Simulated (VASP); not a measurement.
Runs of VASP 6.6.1 on Hg. The structure is that of space group I4/mmm (No. 139), or close to it. The cells are those of the table. 

| cell | further INCAR settings | gap on the mesh (eV) | pressure (GPa) |
| --- | --- | --- | --- |
| a = 3.265 Å, angles 106.0, 106.0, 116.8°, 1 atom | ALGO = Fast; EDIFF = 1e-06; NBANDS = 12 | none | -0.6 |
| a = 3.485 Å, angles 107.1, 107.1, 114.2°, 1 atom | ALGO = Fast; EDIFF = 1e-07; NBANDS = 12 | none | -2.1 |
| a = 3.609 Å, angles 106.0, 106.0, 116.8°, 1 atom | ALGO = Fast; EDIFF = 1e-06; NBANDS = 12 | none | (c) |
| a = 3.391 Å, angles 104.8, 104.8, 119.3°, 1 atom | ALGO = Fast; EDIFF = 1e-07; NBANDS = 12 | none | (a) |
| a = 3.518 Å, angles 103.7, 103.7, 121.8°, 1 atom | ALGO = Fast; EDIFF = 1e-07; NBANDS = 12 | none | -1.9 |
| a = 3.289 Å, angles 106.6, 106.6, 115.4°, 1 atom | ALGO = Fast; EDIFF = 1e-06; NBANDS = 12 | none | (b) |
| a = 3.328 Å, angles 105.3, 105.3, 118.1°, 1 atom | ALGO = Fast; EDIFF = 1e-06; NBANDS = 12 | none | -1.3 |
| a = 3.314 Å, angles 107.2, 107.2, 114.1°, 1 atom | ALGO = Fast; EDIFF = 1e-07; NBANDS = 12 | none | -1.4 |

Alike in all rows: task single point; level PBE+D3(BJ); potentials or basis VASP PAW PBE potentials, release 64 (Hg); no spin polarisation; k mesh 18 × 18 × 18; cutoff (eV) 520; smearing gaussian 0.15 eV.

Estimate the missing entries.

(a) -1.7; (b) -1.0; (c) -1.8.

Caveats: spin-orbit coupling is left out, which moves the levels of the heavy elements; pairwise dispersion overbinds metals, which lowers pressure and volume.

A k mesh can miss the band edges, and the runs leave out spin-orbit coupling on Hg.

A gap of «none» marks levels without a gap at the run's occupations.
